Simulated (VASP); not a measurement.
KCl, 2 atoms in the cell. The structure is tetragonal, space group I4/mmm (No. 139). The conventional cell has a = 4.396 Å, b = 4.396 Å, c = 6.312 Å, α = 90.00°, β = 90.00°, γ = 90.00°. Within 4.1 Å of K (site symmetry 4/mmm) lie 6 Cl at 3.11 to 3.16 Å. Within 4.1 Å of Cl (site symmetry 4/mmm) lie 6 K at 3.11 to 3.16 Å.  This cell differs from its parent crystal: strain -0.0150 x Voigt [1, 1, 0, 0, 0, 0].

```yaml
Program: VASP 6.6.1
Task: single point
Functional: r2SCAN
Potentials_or_basis: VASP PAW PBE potentials, release 64 (K_sv, Cl)
Cutoff: 520 eV
k_mesh: 6 × 6 × 6
Occupations: gaussian, width 0.05 eV
Spin: no spin polarisation
Dipole_correction: no
Further_INCAR_settings: ALGO = Normal; EDIFF = 1e-06; NBANDS = 15
```

Potentials or basis: VASP PAW PBE potentials, release 64 (K_sv, Cl).

Launch:

```sh
$ cat potpaw_PBE.64/K_sv/POTCAR potpaw_PBE.64/Cl/POTCAR > POTCAR
$ cp INCAR.step1 INCAR
$ mpirun -np 1 vasp_std > vasp.out
$ cp INCAR.step2 INCAR
$ mpirun -np 1 vasp_std > vasp.out
```

Hardware: 1 thread of AMD EPYC 7R13 Processor (Zen 3), with other jobs on the host.

Q: Estimate the wall time of this run.

A: Wall time 110 s on 1 thread of AMD EPYC 7R13 Processor (Zen 3) (shared host), peak memory 0.19 GiB. Counts: k points 30.
